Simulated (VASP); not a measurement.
# CO2 (Pa-3) in VASP: notebook, part 2 of 2

VASP 6.6.1.

### 3 Relaxation of cell and atoms, PBE+D3(BJ)

This run uses another cell than the first one, of 15.13 Å³/atom, 0.972 times its volume.

INCAR

```
SYSTEM = CO2
PREC = Accurate
ENCUT = 600
EDIFF = 1E-6
ISMEAR = 0
SIGMA = 0.02
LREAL = .FALSE.
LASPH = .TRUE.
NELM = 80
ALGO = Normal
ISIF = 3
LWAVE = .FALSE.
LCHARG = .FALSE.
GGA = PE
IVDW = 12
IBRION = 2
NSW = 90
EDIFFG = -0.02
```

KPOINTS

```
Automatic mesh
0
G
  4 4 4
  0 0 0
```

POSCAR

```
CO2
1.0
    5.6626351861      0.0000000000      0.0000000000
    0.0000000000      5.6626351861      0.0000000000
    0.0000000000      0.0000000000      5.6626351861
C O
4 8
Direct
    0.0000000000      0.0000000000      0.0000000000
    0.5000000000      0.0000000000      0.5000000000
    0.5000000000      0.5000000000      0.0000000000
    0.0000000000      0.5000000000      0.5000000000
    0.1191880853      0.1191880853      0.1191880853
    0.3808119147      0.8808119147      0.6191880853
    0.6191880853      0.3808119147      0.8808119147
    0.8808119147      0.6191880853      0.3808119147
    0.8808119147      0.8808119147      0.8808119147
    0.6191880853      0.1191880853      0.3808119147
    0.3808119147      0.6191880853      0.1191880853
    0.1191880853      0.3808119147      0.6191880853
```

Potentials or basis: VASP PAW PBE potentials, release 64 (C, O).

Run with:

```bash
cat potpaw_PBE.64/C/POTCAR potpaw_PBE.64/O/POTCAR > POTCAR
mpirun -np 1 vasp_std > vasp.out
```

OUTCAR:

```text
SYSTEM = CO2
   PREC = Accurate
   ENCUT = 600
   EDIFF = 1E-6
   ISMEAR = 0
   LREAL = .FALSE.
   LASPH = .TRUE.
   NELM = 80
   ISIF = 3
   GGA = PE
   IVDW = 12
   IBRION = 2
   NSW = 90
   EDIFFG = -0.02
 IVDW          = 12

 ion  position               nearest neighbor table
   1  0.000  0.000  0.000-   5 1.17   9 1.17
   2  0.500  0.000  0.500-   6 1.17  10 1.17
   3  0.500  0.500  0.000-   7 1.17  11 1.17
   4  0.000  0.500  0.500-   8 1.17  12 1.17
   5  0.119  0.119  0.119-   1 1.17
   6  0.381  0.881  0.619-   2 1.17
   7  0.619  0.381  0.881-   3 1.17
   8  0.881  0.619  0.381-   4 1.17
   9  0.881  0.881  0.881-   1 1.17
  10  0.619  0.119  0.381-   2 1.17
  11  0.381  0.619  0.119-   3 1.17
  12  0.119  0.381  0.619-   4 1.17

  LATTYP: Found a simple cubic cell.
 ALAT       =     5.6626351861

  Lattice vectors:

 A1 = (   5.6626351861,   0.0000000000,   0.0000000000)
 A2 = (   0.0000000000,   5.6626351861,   0.0000000000)
 A3 = (   0.0000000000,   0.0000000000,   5.6626351861)

Analysis of symmetry for initial positions (statically):
=====================================================================
 Subroutine PRICEL returns:
 Original cell was already a primitive cell.

 Routine SETGRP: Setting up the symmetry group for a
 simple cubic supercell.

[... 151 lines left out ...]
   GGA     = PE    functional components
   LHFCALC =     F    Hartree Fock is set to
   AEXX    =    0.0000 exact exchange contribution
   IVDW    =    12    specifies the selected vdW correction
   LEPSILON=     F    determine dielectric tensor
   LRPA    =     F    only Hartree local field effects (RPA)
 conjugate gradient relaxation of ions
 non-spin polarized calculation
 Gauss-broadening in eV      SIGMA  =   0.02
  energy-cutoff  :      600.00
  volume of cell :      181.57
 maximum number of plane-waves:      6090
 NGX is ok and might be reduce to    48
   NGX = 23   NGY = 23   NGZ = 23

--------------------------------------- Ionic step        1  -------------------------------------------

 number of electron      63.9999963 magnetization

 Free energy of the ion-electron system (eV)
  ---------------------------------------------------
  ext. energy  EPLUGINS =         0.00000000
  ---------------------------------------------------
  free energy    TOTEN  =       -92.20033095 eV

  energy without entropy =      -92.20033095  energy(sigma->0) =      -92.20033095

------------------------ aborting loop because EDIFF is reached ----------------------------------------

 Edisp (eV)   -0.81442

 E8    (eV) :    -0.2078
[... 91 lines left out ...]
--------------------------------------- Ionic step        3  -------------------------------------------

 number of electron      63.9999961 magnetization

 Free energy of the ion-electron system (eV)
  ---------------------------------------------------
  ext. energy  EPLUGINS =         0.00000000
  ---------------------------------------------------
  free energy    TOTEN  =       -92.21472636 eV

  energy without entropy =      -92.21472636  energy(sigma->0) =      -92.21472636

 E-fermi :  -3.6589     XC(G=0):  -7.7379

 val. band max:       -3.8004004521   @ k =   0.0000   0.0000   0.0000
 cond. band min:       2.8945573139   @ k =   0.0000   0.0000   0.0000
 fundamental gap:      6.6949577660
 Fermi energy:        -3.6589057684

 k-point     1 :       0.0000    0.0000    0.0000
  band No.  band energies     occupation
      1     -24.2977      2.00000
      2     -24.1077      2.00000
      3     -24.1077      2.00000
      4     -24.1077      2.00000
      5     -23.1713      2.00000
      6     -23.1713      2.00000
[... 494 lines left out ...]
  FREE ENERGIE OF THE ION-ELECTRON SYSTEM (eV)
  ---------------------------------------------------
  free  energy   TOTEN  =       -93.0266210806 eV

  energy  without entropy=      -93.0266210806  energy(sigma->0) =      -93.02662108

 reached required accuracy - stopping structural energy minimisation
```

OSZICAR:

```text
N       E                     dE             d eps       ncg     rms          rms(c)
DAV:   1     0.475532997066E+03    0.47553E+03   -0.36552E+04   858   0.168E+03
[... 26 lines left out ...]
DAV:   2    -0.922196691056E+02   -0.30234E-01   -0.55748E-01   984   0.473E+00    0.810E-01
DAV:   3    -0.922158513080E+02    0.38178E-02   -0.24707E-02   991   0.889E-01    0.392E-01
DAV:   4    -0.922149498483E+02    0.90146E-03   -0.56709E-03   998   0.448E-01    0.222E-01
DAV:   5    -0.922147135093E+02    0.23634E-03   -0.55545E-04   977   0.187E-01    0.277E-02
DAV:   6    -0.922147221612E+02   -0.86518E-05   -0.18877E-04  1012   0.770E-02    0.191E-02
DAV:   7    -0.922147267861E+02   -0.46249E-05   -0.16937E-05   991   0.254E-02    0.112E-02
DAV:   8    -0.922147263618E+02    0.42430E-06   -0.89349E-06  1005   0.165E-02
   3 F= -.93026621E+02 E0= -.93026621E+02  d E =-.118748E-01
```

Run time: 3.2 min. Hardware: 1 thread of Intel Xeon Platinum 8488C (Sapphire Rapids), shared host; peak memory 0.36 GiB.

What came out:

| Item | Value |
| --- | --- |
| Free energy | -93.0266 eV |
| Relaxed volume | 15.17 Å³/atom |
| Relaxed cell | a = 5.668 Å, b = 5.668 Å, c = 5.668 Å, α = 90.00°, β = 90.00°, γ = 90.00° |
| Space group after relaxing (to 0.05 Å) | Pa-3 (No. 205) |
| Energy gained by relaxing | 1.0 meV/atom |
| Ionic steps | 3 |
| Pressure after relaxing | -0.2 GPa |
| Band gap on the k mesh | 6.70 eV, direct |
| Dispersion energy per atom | -0.068 eV |

Step by step:
| step | energy change (eV) | largest force (eV/Å) | pressure (GPa) | volume (Å³) |
| --- | --- | --- | --- | --- |
| 1 | 0.0000 | 0.5748 | 1.38 | 181.57 |
| 2 | 0.3310 | 2.7589 | -7.78 | 185.02 |
| 3 | -0.0119 | 0.0014 | -0.19 | 182.10 |

Final structure:
```yaml
crystal:
  lattice:
    - [5.66804, 0.00000, 0.00000]
    - [0.00000, 5.66804, 0.00000]
    - [0.00000, 0.00000, 5.66804]
  atoms:
    - { symbol: C, position: [0.00000, 0.00000, 0.00000] }
    - { symbol: C, position: [0.50000, 0.00000, 0.50000] }
    - { symbol: C, position: [0.50000, 0.50000, 0.00000] }
    - { symbol: C, position: [0.00000, 0.50000, 0.50000] }
    - { symbol: O, position: [0.11963, 0.11963, 0.11963] }
    - { symbol: O, position: [0.38037, 0.88037, 0.61963] }
    - { symbol: O, position: [0.61963, 0.38037, 0.88037] }
    - { symbol: O, position: [0.88037, 0.61963, 0.38037] }
    - { symbol: O, position: [0.88037, 0.88037, 0.88037] }
    - { symbol: O, position: [0.61963, 0.11963, 0.38037] }
    - { symbol: O, position: [0.38037, 0.61963, 0.11963] }
    - { symbol: O, position: [0.11963, 0.38037, 0.61963] }
```
